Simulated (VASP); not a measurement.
Write the native input for VASP 6.6.1 that does the following.

| Quantity | Value |
| --- | --- |
| Task | single point |
| Functional | PBEsol |
| Potentials or basis | VASP PAW PBE potentials, release 64 (Si) |
| Cutoff | 500 eV |
| k mesh | 7 × 7 × 7 |
| Occupations | methfessel-paxton, width 0.3 eV |
| Spin | no spin polarisation |
| Dipole correction | no |
| Further INCAR settings | ALGO = Normal; EDIFF = 1e-06; NBANDS = 8 |

The structure of Si lies in POSCAR:

```
Si
1.0
    0.0000000000      1.9140533740      1.9140533740
    1.9140533740      0.0000000000      1.9140533740
    1.9140533740      1.9140533740      0.0000000000
Si
1
Direct
    0.0000000000      0.0000000000      0.0000000000
```

This isn't the form of Si at room conditions, which is diamond.

These files were run (other wordings do the same):

INCAR

```
PREC = Accurate
ENCUT = 500
EDIFF = 1E-6
ISMEAR = 1
SIGMA = 0.3
LREAL = F
LASPH = T
NELM = 120
ALGO = Normal
ISIF = 2
LWAVE = F
LCHARG = F
GGA = PS
NBANDS = 8
GGA_COMPAT = F
```

KPOINTS

```
regular mesh
0
Gamma
  7 7 7
```

Potentials or basis: VASP PAW PBE potentials, release 64 (Si).

Command:

```sh
$ cat potpaw_PBE.64/Si/POTCAR > POTCAR
$ mpirun -np 1 vasp_std > vasp.out
```

Results of the run:

The pressure is 0.2 GPa and the band gap on the k mesh is zero (bands 2 and 3 overlap by 14.05 eV).

Caveat: the k points lie up to 0.41 Å⁻¹ apart, too coarse for converged energies and pressures of a metal; so wide a smearing shifts energies and pressures; the PAW data sets were made with another functional, which shifts forces and pressure a little.

It took 2.3 s on 1 thread of Intel(R) Xeon(R) Platinum 8375C CPU @ 2.90GHz (Ice Lake) (shared host), peak memory 0.11 GiB.
